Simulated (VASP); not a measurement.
# AlFe (Pm-3m) in VASP: notebook

The runs below take AlFe through single point, with LDA, BLYP+D3(BJ), BLYP+D4.

Everything below comes from runs of VASP 6.6.1. Logs are shortened: lines on timing, memory, paths and dates and some standing lists are left out, and cuts for length are marked.

## Step 1: The cell of the first run

Symmetry: Pm-3m, No. 221, cubic system. The conventional cell has a = 2.948 Å, b = 2.948 Å, c = 2.948 Å, α = 90.00°, β = 90.00°, γ = 90.00°. Fe (site symmetry m-3m) has 8 Al at 2.55 Å and 6 Fe at 2.95 Å within 3.4 Å. Within 3.4 Å of Al (site symmetry m-3m) lie 8 Fe at 2.55 Å and 6 Al at 2.95 Å.

## Step 2: Single point, LDA, collinear spin, ferromagnetic start (12.81 Å³/atom)

The input, INCAR:

```
ALGO     = Normal         # electronic algorithm
EDIFF    = 1E-6           # SCF threshold, eV
ENCUT    = 520            # plane-wave cutoff, eV
ISIF     = 2              # what is computed and relaxed
ISMEAR   = -1             # smearing method
ISPIN    = 2              # spin polarisation
LASPH    = True           # aspherical terms in the spheres
LCHARG   = False          # write CHGCAR
LMAXMIX  = 4              # l up to which the mixer works
LORBIT   = 11             # projections on sites
LREAL    = False          # projectors in reciprocal space
LWAVE    = False          # write WAVECAR
MAGMOM   = 3 0            # initial moments
NBANDS   = 16             # bands
NELM     = 150            # most SCF steps
PREC     = Accurate       # precision mode
SIGMA    = 0.05           # smearing width, eV
```

The input, KPOINTS:

```
k-points
0
Gamma
  9 9 9
```

The input, POSCAR:

```
AlFe
1.0
    2.9482938651      0.0000000000      0.0000000000
    0.0000000000      2.9482938651      0.0000000000
    0.0000000000      0.0000000000      2.9482938651
Fe Al
1 1
Direct
    0.5000000000      0.5000000000      0.5000000000
    0.0000000000      0.0000000000      0.0000000000
```

Potentials or basis: VASP PAW LDA potentials, release 64 (Fe, Al).

Command:

```console
cat potpaw_LDA.64/Fe/POTCAR potpaw_LDA.64/Al/POTCAR > POTCAR
mpirun -np 1 vasp_std > vasp.out
```

OUTCAR:

```text
EDIFF = 1E-6
   ENCUT = 520
   ISIF = 2
   ISMEAR = -1
   ISPIN = 2
   LASPH = True
   LORBIT = 11
   LREAL = False
   NELM = 150
   PREC = Accurate

 ion  position               nearest neighbor table
   1  0.500  0.500  0.500-   2 2.55   2 2.55   2 2.55   2 2.55   2 2.55   2 2.55   2 2.55   2 2.55

   2  0.000  0.000  0.000-   1 2.55   1 2.55   1 2.55   1 2.55   1 2.55   1 2.55   1 2.55   1 2.55

  LATTYP: Found a simple cubic cell.
 ALAT       =     2.9482938651

  Lattice vectors:

 A1 = (   2.9482938651,   0.0000000000,   0.0000000000)
 A2 = (   0.0000000000,   2.9482938651,   0.0000000000)
 A3 = (   0.0000000000,   0.0000000000,   2.9482938651)

Analysis of symmetry for initial positions (statically):
=====================================================================
 Subroutine PRICEL returns:
 Original cell was already a primitive cell.

 Routine SETGRP: Setting up the symmetry group for a
 simple cubic supercell.

 Subroutine GETGRP returns: Found 48 space group operations
 (whereof 48 operations were pure point group operations)
 out of a pool of 48 trial point group operations.

The static configuration has the point symmetry O_h .

Analysis of symmetry for dynamics (positions and initial velocities):
=====================================================================
 Subroutine PRICEL returns:
 Original cell was already a primitive cell.

 Routine SETGRP: Setting up the symmetry group for a
 simple cubic supercell.

 Subroutine GETGRP returns: Found 48 space group operations
 (whereof 48 operations were pure point group operations)
 out of a pool of 48 trial point group operations.

The dynamic configuration has the point symmetry O_h .

Analysis of structural, dynamic, and magnetic symmetry:
=====================================================================
 Subroutine PRICEL returns:
 Original cell was already a primitive cell.

 Routine SETGRP: Setting up the symmetry group for a
 simple cubic supercell.

 Subroutine GETGRP returns: Found 48 space group operations
 (whereof 48 operations were pure point group operations)
 out of a pool of 48 trial point group operations.

The overall configuration has the point symmetry O_h .

 Subroutine INISYM returns: Found 48 space group operations
 (whereof 48 operations are pure point group operations),
 and found     1 'primitive' translations

----------------------------------------------------------------------------------------

                                     Primitive cell

  volume of cell :      25.6279

  direct lattice vectors                    reciprocal lattice vectors
     2.948293865  0.000000000  0.000000000     0.339179215  0.000000000  0.000000000
     0.000000000  2.948293865  0.000000000     0.000000000  0.339179215  0.000000000
     0.000000000  0.000000000  2.948293865     0.000000000  0.000000000  0.339179215

  length of vectors
     2.948293865  2.948293865  2.948293865     0.339179215  0.339179215  0.339179215

  position of ions in fractional coordinates (direct lattice)
     0.500000000  0.500000000  0.500000000
     0.000000000  0.000000000  0.000000000

  ion indices of the primitive-cell ions
   primitive index   ion index
                 1           1
                 2           2

----------------------------------------------------------------------------------------

 KPOINTS: k-points

Automatic generation of k-mesh.
 Grid dimensions read from file:
 generate k-points for:    9    9    9

 Generating k-lattice:

  Cartesian coordinates                     Fractional coordinates (reciprocal lattice)
     0.037686579  0.000000000  0.000000000     0.111111111  0.000000000  0.000000000
     0.000000000  0.037686579  0.000000000     0.000000000  0.111111111  0.000000000
     0.000000000  0.000000000  0.037686579     0.000000000  0.000000000  0.111111111

  Length of vectors
     0.037686579  0.037686579  0.037686579

  Shift w.r.t. Gamma in fractional coordinates (k-lattice)
     0.000000000  0.000000000  0.000000000

 Subroutine IBZKPT returns following result:
 ===========================================

 Found     35 irreducible k-points:

 Following reciprocal coordinates:
            Coordinates               Weight
  0.000000  0.000000  0.000000      1.000000
  0.111111  0.000000  0.000000      6.000000
  0.222222  0.000000  0.000000      6.000000
  0.333333  0.000000  0.000000      6.000000
  0.444444  0.000000  0.000000      6.000000
  0.111111  0.111111  0.000000     12.000000
[... 16 lines left out ...]
  0.333333  0.333333  0.111111     24.000000
  0.444444  0.333333  0.111111     48.000000
 [... further k-points ...]
   k-points           NKPTS =     35   k-points in BZ     NKDIM =     35   number of bands    NBANDS=     16
   number of dos      NEDOS =    301   number of ions     NIONS =      2
   total plane-waves  NPLWV =  13824
   dimension x,y,z NGX =    24 NGY =   24 NGZ =   24
   dimension x,y,z NGXF=    48 NGYF=   48 NGZF=   48
   ions per type =               1   1
   NGX,Y,Z   is equivalent  to a cutoff of  13.53, 13.53, 13.53 a.u.
   NGXF,Y,Z  is equivalent  to a cutoff of  27.07, 27.07, 27.07 a.u.
 SYSTEM =  unknown system
   PREC   = accura    normal or accurate (medium, high low for compatibility)
   ISTART =      0    job   : 0-new  1-cont  2-samecut
   ICHARG =      2    charge: 1-file 2-atom 10-const
   ISPIN  =      2    spin polarized calculation?
   LNONCOLLINEAR =      F non collinear calculations
   LSORBIT =      F    spin-orbit coupling
   LASPH  =      T    aspherical Exc in radial PAW
   ENCUT  =  520.0 eV  38.22 Ry    6.18 a.u.   5.48  5.48  5.48*2*pi/ulx,y,z
   NELM   =    150;   NELMIN=  2; NELMDL= -5     # of ELM steps
   EDIFF  = 0.1E-05   stopping-criterion for ELM
   LREAL  =      F    real-space projection
   EDIFFG = 0.1E-04   stopping-criterion for IOM
   NSW    =      0    number of steps for IOM
   IBRION =     -1    ionic relax: 0-MD 1-quasi-New 2-CG
   NFREE  =      0    steps in history (QN), initial steepest desc. (CG)
   ISIF   =      2    stress and relaxation
   ISYM   =      2    0-nonsym 1-usesym 2-fastsym
   POTIM  = 0.5000    time-step for ionic-motion
   TEBEG  =    0.0;   TEEND  =   0.0 temperature during run
   PSTRESS=    0.0 pullay stress
   NELECT =      11.0000    total number of electrons
   NUPDOWN=      -1.0000    fix difference up-down
   EMIN   =  10.00;   EMAX   =-10.00  energy-range for DOS
   EFERMI =   0.00;   METHOD = LEGACY
   ISMEAR =    -1;   SIGMA  =   0.05  broadening in eV -4-tet -1-fermi 0-gaus
   EFERMI_NEDOS =   21; number of points for ismear=-14 and -15
   IALGO  =     38    algorithm
   IMIX   =      4    mixing-type and parameters
     AMIX     =   0.40;   BMIX     =  1.00
     AMIX_MAG =   1.60;   BMIX_MAG =  1.00
  volume/ion in A,a.u.               =      12.81        86.47
  Fermi-wavevector in a.u.,A,eV,Ry     =   1.234909  2.333640 20.748888  1.525000
  Thomas-Fermi vector in A             =   2.369580
   LORBIT       =     11    0 simple, 1 ext, 2 COOP (PROOUT), +10 PAW based schemes
   GGA     = CA    functional components
   LHFCALC =     F    Hartree Fock is set to
   AEXX    =    0.0000 exact exchange contribution
   IVDW    =     0    specifies the selected vdW correction
   LEPSILON=     F    determine dielectric tensor
   LRPA    =     F    only Hartree local field effects (RPA)
 spin polarized calculation
  energy-cutoff  :      520.00
  volume of cell :       25.63
 maximum number of plane-waves:       739
 NGX is ok and might be reduce to    24
   NGX = 11   NGY = 11   NGZ = 11

 number of electron      11.0000005 magnetization       0.6261838

 Free energy of the ion-electron system (eV)
  ---------------------------------------------------
  ext. energy  EPLUGINS =         0.00000000
  ---------------------------------------------------
  free energy    TOTEN  =       -14.09284238 eV

  energy without entropy =      -14.07207829  energy(sigma->0) =      -14.08246033

 E-fermi :   7.0026     XC(G=0): -12.0149

 val. band max:        6.9990498592   @ k =   0.4444   0.2222   0.1111
 cond. band min:       7.0340160740   @ k =   0.1111   0.1111   0.1111
 fundamental gap:      0.0349662148
 Fermi energy:         7.0026290440

 spin component 1

 k-point     1 :       0.0000    0.0000    0.0000
  band No.  band energies     occupation
      1      -2.9040      1.00000
      2       4.7562      1.00000
      3       4.7562      1.00000
      4       6.7371      0.99508
      5       6.7371      0.99508
      6       6.7371      0.99508
[... 8 lines left out ...]
     15      27.7254      0.00000
     16      29.9465      0.00000

 k-point     2 :       0.1111    0.0000    0.0000
  band No.  band energies     occupation
      1      -2.6856      1.00000
      2       4.7284      1.00000
      3       4.8153      1.00000
      4       6.6155      0.99957
      5       6.6155      0.99957
      6       6.7497      0.99368
[... 8 lines left out ...]
     15      27.7178      0.00000
     16      27.8501      0.00000

 k-point     3 :       0.2222    0.0000    0.0000
  band No.  band energies     occupation
      1      -2.0395      1.00000
      2       4.4724      1.00000
      3       4.9698      1.00000
      4       6.3367      1.00000
      5       6.3367      1.00000
      6       6.7819      0.98805
[... 8 lines left out ...]
     15      25.6305      0.00000
     16      27.1543      0.00000
[... 362 lines left out ...]
 k-point    23 :       0.3333    0.3333    0.1111
  band No.  band energies     occupation
      1       0.8425      1.00000
      2       4.2069      1.00000
      3       4.8136      1.00000
      4       5.7444      1.00000
      5       6.1743      1.00000
      6       6.2777      1.00000
[... 8 lines left out ...]
     15      26.8465      0.00000
     16      26.9664      0.00000

 k-point    24 :       0.4444    0.3333    0.1111
  band No.  band energies     occupation
      1       1.8287      1.00000
      2       3.5502      1.00000
      3       4.9593      1.00000
      4       5.6036      1.00000
      5       6.2775      1.00000
      6       6.3993      0.99999
[... 8 lines left out ...]
     15      26.5589      0.00000
     16      27.5681      0.00000

 [... further k-points ...]

 spin component 2

 k-point     1 :       0.0000    0.0000    0.0000
  band No.  band energies     occupation
      1      -2.8800      1.00000
      2       5.1015      1.00000
      3       5.1015      1.00000
      4       7.3873      0.00046
      5       7.3873      0.00046
      6       7.3873      0.00046
[... 8 lines left out ...]
     15      27.7777      0.00000
     16      29.9562      0.00000

 k-point     2 :       0.1111    0.0000    0.0000
  band No.  band energies     occupation
      1      -2.6617      1.00000
      2       5.0550      1.00000
      3       5.1655      1.00000
      4       7.2498      0.00708
      5       7.2498      0.00708
      6       7.4011      0.00035
[... 8 lines left out ...]
     15      27.7636      0.00000
     16      27.8999      0.00000

 k-point     3 :       0.2222    0.0000    0.0000
  band No.  band energies     occupation
      1      -2.0157      1.00000
      2       4.7203      1.00000
      3       5.3334      1.00000
      4       6.9404      0.77624
      5       6.9404      0.77624
      6       7.4363      0.00017
[... 8 lines left out ...]
     15      25.7177      0.00000
     16      27.2203      0.00000
[... 362 lines left out ...]
 k-point    23 :       0.3333    0.3333    0.1111
  band No.  band energies     occupation
      1       0.8867      1.00000
      2       4.4940      1.00000
      3       5.0039      1.00000
      4       6.1828      1.00000
      5       6.7149      0.99684
      6       6.8357      0.96571
[... 8 lines left out ...]
     15      26.9327      0.00000
     16      26.9515      0.00000

 k-point    24 :       0.4444    0.3333    0.1111
  band No.  band energies     occupation
      1       1.9142      1.00000
      2       3.6875      1.00000
      3       5.2513      1.00000
      4       5.9873      1.00000
      5       6.8318      0.96825
      6       6.9043      0.87727
[... 8 lines left out ...]
     15      26.6828      0.00000
     16      27.5937      0.00000

 [... further k-points ...]

------------------------ aborting loop because EDIFF is reached ----------------------------------------

  FORCE on cell =-STRESS in cart. coord.  units (eV):
  Direction    XX          YY          ZZ          XY          YZ          ZX
  --------------------------------------------------------------------------------------
  -------------------------------------------------------------------------------------
  Total       -3.3332757     -3.3332757     -3.3332757     -0.0000000      0.0000000     -0.0000000
  in kB     -208.3864705   -208.3864705   -208.3864705     -0.0000000      0.0000000     -0.0000000
  external PRESSURE =    -208.3864705 kB  Pullay stress =       0.0000000 kB

 VOLUME and BASIS-vectors are now :
 -----------------------------------------------------------------------------
  energy-cutoff  :      520.00
  volume of cell :       25.63
      direct lattice vectors                 reciprocal lattice vectors
     2.948293865  0.000000000  0.000000000     0.339179215  0.000000000  0.000000000
     0.000000000  2.948293865  0.000000000     0.000000000  0.339179215  0.000000000
     0.000000000  0.000000000  2.948293865     0.000000000  0.000000000  0.339179215

 POSITION                                       TOTAL-FORCE (eV/Angst)
 -----------------------------------------------------------------------------------
      1.47415      1.47415      1.47415         0.000000      0.000000      0.000000
      0.00000      0.00000      0.00000         0.000000      0.000000      0.000000
 -----------------------------------------------------------------------------------
    total drift:                                0.000000     -0.000000     -0.000000

  FREE ENERGIE OF THE ION-ELECTRON SYSTEM (eV)
  ---------------------------------------------------
  free  energy   TOTEN  =       -14.0928423797 eV

  energy  without entropy=      -14.0720782897  energy(sigma->0) =      -14.08246033

 total charge

# of ion       s       p       d       tot
------------------------------------------
    1        0.406   0.441   6.453   7.300
    2        0.398   0.408   0.000   0.805
--------------------------------------------------
tot          0.804   0.849   6.453   8.105

 magnetization (x)

# of ion       s       p       d       tot
------------------------------------------
    1       -0.003   0.001   0.662   0.661
    2       -0.006  -0.013   0.000  -0.019
--------------------------------------------------
tot         -0.009  -0.011   0.662   0.642
```

Run time: 34 s. Hardware: 1 thread of Intel Xeon 8259CL, shared host; peak memory 0.15 GiB.

What came out:

```yaml
Free_energy: -14.0928 eV
Pressure: -20.8 GPa
Net_moment: 0.63 μB per cell
Site_moments: Fe +0.66; Al -0.02 μB
Valence_electrons_inside_the_program's_atomic_spheres: Fe 7.30; Al 0.81
```

Caveat: the cell stands under tension.

(Continued in part 2 of 2.)
